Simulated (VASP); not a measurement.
Pt, 2 atoms in the cell. The typed cell holds 2 atoms: a = 2.734 Å, b = 2.734 Å, c = 4.712 Å, α = 90.00°, β = 90.00°, γ = 120.11°. This isn't the form of Pt at room conditions, which is fcc.

| Property | Result |
| --- | --- |
| Program | VASP 6.6.1 |
| Task | single point |
| Functional | PBEsol |
| Potentials or basis | VASP PAW PBE potentials, release 64 (Pt) |
| Cutoff | 520 eV |
| k mesh | 12 × 12 × 6, shifted |
| Occupations | methfessel-paxton, width 0.1 eV |
| Spin | no spin polarisation |
| Dipole correction | no |
| Further INCAR settings | ALGO = Normal; EDIFF = 1e-06; NBANDS = 17; ISYM = 0 |

Potentials or basis: VASP PAW PBE potentials, release 64 (Pt).

Run with:

```console
$ cat potpaw_PBE.64/Pt/POTCAR > POTCAR
$ mpirun -np 1 vasp_std > vasp.out
```

Hardware: 1 thread of Intel(R) Xeon(R) Platinum 8488C (Sapphire Rapids) (shared host).

**Question.** How long does it take, and how much memory?

**Answer.** Wall time 2.1 min on 1 thread of Intel(R) Xeon(R) Platinum 8488C (Sapphire Rapids) (shared host), peak memory 0.29 GiB. Counts: scf iterations 12, k points 432.
